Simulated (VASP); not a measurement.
A run of VASP 6.6.1 is set up as follows.

INCAR

```
  PREC = Accurate
  ENCUT = 520
  EDIFF = 1E-6
  ISMEAR = 0
  SIGMA = 0.02
  LREAL = False
  LASPH = True
  NELM = 60
  ALGO = Normal
  ISIF = 2
  LWAVE = False
  LCHARG = True
  GGA = PE
  LELF = True
  LVHAR = True
  NBANDS = 24
```

KPOINTS

```
Automatic mesh
0
Gamma
  6 6 4
```

Contents of POSCAR:

```
BaTe
1.0
    3.5862882071      3.5862882071      0.0000000000
   -3.5862882071      3.5862882071      0.0000000000
    0.0000000000      0.0000000000      7.0029785482
Ba Te
2 2
Direct
    0.0000000000      0.0000000000      0.0000000000
    0.5000000000      0.5000000000      0.5000000000
    0.5000000000      0.5000000000      0.0000000000
    0.0000000000      0.0000000000      0.5000000000
```

Potentials or basis: VASP PAW PBE potentials, release 64 (Ba_sv, Te).

The run is started by

```bash
$ cat potpaw_PBE.64/Ba_sv/POTCAR potpaw_PBE.64/Te/POTCAR > POTCAR
$ mpirun -np 1 vasp_std > vasp.out
```

(1) Predict the pressure.

(2) What does it give for the band gap on the k mesh?

Answers

(1) -0.3 GPa.

(2) 1.58 eV.

Caveat: the cell differs from its parent crystal (biaxial strain in the a-b plane: +1.5 %); spin-orbit coupling is left out, which moves the levels of the heavy elements.
